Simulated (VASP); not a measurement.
Write the native input for VASP 6.6.1 that does the following.

| Quantity | Value |
| --- | --- |
| Task | single point |
| Functional | r2SCAN |
| Potentials or basis | VASP PAW PBE potentials, release 64 (B, N) |
| Cutoff | 520 eV |
| k mesh | 12 × 12 × 6 |
| Occupations | gaussian, width 0.05 eV |
| Spin | no spin polarisation |
| Dipole correction | no |
| Further INCAR settings | ALGO = Normal; EDIFF = 1e-06; NBANDS = 16 |

The system is BN.

```
B N
1.0
     2.55394    0.00000    0.00000
    -1.27697    2.21178    0.00000
     0.00000    0.00000    4.22685
B N
2 2
Cartesian
  1.2416 0.7019 4.2257
  -0.0354 1.4392 2.1123
  1.2770 0.7373 2.6430
  0.0000 1.4745 0.5295
```

This cell differs from its parent crystal: all B atoms moved -0.050 Å, as atom 1 along Cartesian [1 1 0].

These files were run (other wordings do the same):

POSCAR

```
BN
1.0
    2.5539396017      0.0000000000      0.0000000000
   -1.2769698009      2.2117765748      0.0000000000
    0.0000000000      0.0000000000      4.2268550000
B N
2 2
Direct
    0.6448306947      0.3173482924      0.9997240000
    0.3114973614      0.6506816257      0.4997240000
    0.6666666667      0.3333333333      0.6252760000
    0.3333333333      0.6666666667      0.1252760000
```

INCAR.step1

```
ALGO = Normal
EDIFF = 1E-4
ENCUT = 520
GGA = PE
ISMEAR = 0
LASPH = T
LCHARG = F
LREAL = F
LWAVE = T
NBANDS = 16
NELM = 100
PREC = Accurate
SIGMA = 0.05
```

INCAR.step2

```
ALGO = Normal
EDIFF = 1E-6
ENCUT = 520
ISIF = 2
ISMEAR = 0
ISTART = 1
LASPH = T
LCHARG = F
LMIXTAU = T
LREAL = F
LWAVE = F
METAGGA = R2SCAN
NBANDS = 16
NELM = 100
PREC = Accurate
SIGMA = 0.05
```

KPOINTS

```
k-points
0
Gamma
  12 12 6
```

Potentials or basis: VASP PAW PBE potentials, release 64 (B, N).

Command:

```sh
$ cat potpaw_PBE.64/B/POTCAR potpaw_PBE.64/N/POTCAR > POTCAR
$ cp INCAR.step1 INCAR
$ mpirun -np 1 vasp_std > vasp.out
$ cp INCAR.step2 INCAR
$ mpirun -np 1 vasp_std > vasp.out
```

Results of the run:

* Pressure: -3.0 GPa
* Largest force: 1.283 eV/Å
* Band gap on the k mesh: 5.52 eV (least direct gap 8.68 eV)

Caveat: the cell differs from its parent crystal (all B atoms moved -0.050 Å, as atom 1 along Cartesian [1 1 0]); the PAW data sets were made with another functional, which shifts forces and pressure a little.

Run time: 3.5 min on 1 thread of Intel(R) Xeon(R) 6975P-C (Granite Rapids) (shared host), peak memory 0.24 GiB.
